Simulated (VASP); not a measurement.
Runs of VASP 6.6.1 on Ge. The structure is that of space group Im-3m (No. 229), or close to it. The cells are those of the table. 

| task | level | potentials or basis | cell | cutoff (eV) | smearing | k mesh for the DOS | occupations for the DOS | gap on the mesh (eV) | pressure (GPa) |
| --- | --- | --- | --- | --- | --- | --- | --- | --- | --- |
| single point | PBE | VASP PAW PBE potentials, release 64 (Ge_d) | a = 2.854 Å, angles 109.5°, 1 atom | 520 | fermi-dirac 0.1 eV | - | - | none | 5.7 |
| single point | LDA | VASP PAW LDA potentials, release 64 (Ge_d) | a = 2.593 Å, angles 109.5°, 1 atom | 520 | fermi-dirac 0.1 eV | - | - | none | 42.8 |
| single point | LDA | VASP PAW LDA potentials, release 64 (Ge_d) | a = 2.187 Å, angles 109.5°, 1 atom | 520 | fermi-dirac 0.1 eV | - | - | none | 386.5 |
| single point | LDA | VASP PAW LDA potentials, release 64 (Ge_d) | a = 2.806 Å, angles 109.5°, 1 atom | 520 | fermi-dirac 0.1 eV | - | - | none | 4.4 |
| single point | LDA | VASP PAW LDA potentials, release 64 (Ge_d) | a = 2.473 Å, angles 109.5°, 1 atom | 520 | methfessel-paxton 0.05 eV | - | - | none | 89.7 |
| single point | LDA | VASP PAW LDA potentials, release 64 (Ge_d) | a = 2.339 Å, angles 109.5°, 1 atom | 520 | fermi-dirac 0.1 eV | - | - | none | (b) |
| relaxation of cell and atoms | LDA | VASP PAW LDA potentials, release 64 (Ge_d) | relaxed from a = 2.912 Å, angles 109.5°, 1 atom | 600 | fermi-dirac 0.1 eV | - | - | none | 0.0 |
| single point | LDA | VASP PAW LDA potentials, release 64 (Ge_d) | a = 2.103 Å, angles 109.5°, 1 atom | 520 | fermi-dirac 0.1 eV | - | - | none | (a) |

Alike in all rows: no spin polarisation; k mesh 18 × 18 × 18.

Q: Fill in the values left out.

A: (a) 580.6; (b) 183.0.

A k mesh can miss the band edges, and the runs leave out spin-orbit coupling on Ge.

A gap of «none» marks levels without a gap at the run's occupations.
